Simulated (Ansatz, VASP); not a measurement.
NaI in VASP and in Ansatz

```
Na I
1.0
     0.00000    3.15576    3.22972
     3.15576    0.00000    3.22972
     3.15576    3.15576    0.00000
Na I
1 1
Direct
  0.00000 0.00000 0.00000
  0.50000 0.50000 0.50000
```

Change from the starting cell: biaxial_xy strain -2.3%.

Alike in both runs: task single point; functional r2SCAN; k mesh 8 × 8 × 8; no spin polarisation.

|  | VASP | Ansatz |
| --- | --- | --- |
| version | VASP 6.6.1 | Ansatz 0.2.0 |
| potentials or method | VASP PAW PBE potentials, release 64 (Na_pv, I) | plane waves, PAW |
| plane-wave cutoff (eV) | 520 | 500 |
| occupations | gaussian, width 0.01 eV | fixed |
| valence electrons in the cell | 14 | 26 |

VASP gave:

| Item | Value |
| --- | --- |
| gap on the k mesh at the Fermi level (eV) | 4.59 |
| pressure (GPa) | 0.8 |
| traceless stress, the component that is largest in VASP (GPa) | -0.50 |

Task: Estimate Ansatz's values.

Result: gap on the k mesh at the Fermi level (eV): 4.58; pressure (GPa): 0.9; traceless stress, the component that is largest in VASP (GPa): -0.53.

VASP's potentials were made for PBE, not for r2SCAN. VASP's potentials hold 14 valence electrons a cell and Ansatz's 26, so a difference there can come from the potentials and not from the codes.

Neither program's run includes spin-orbit coupling.
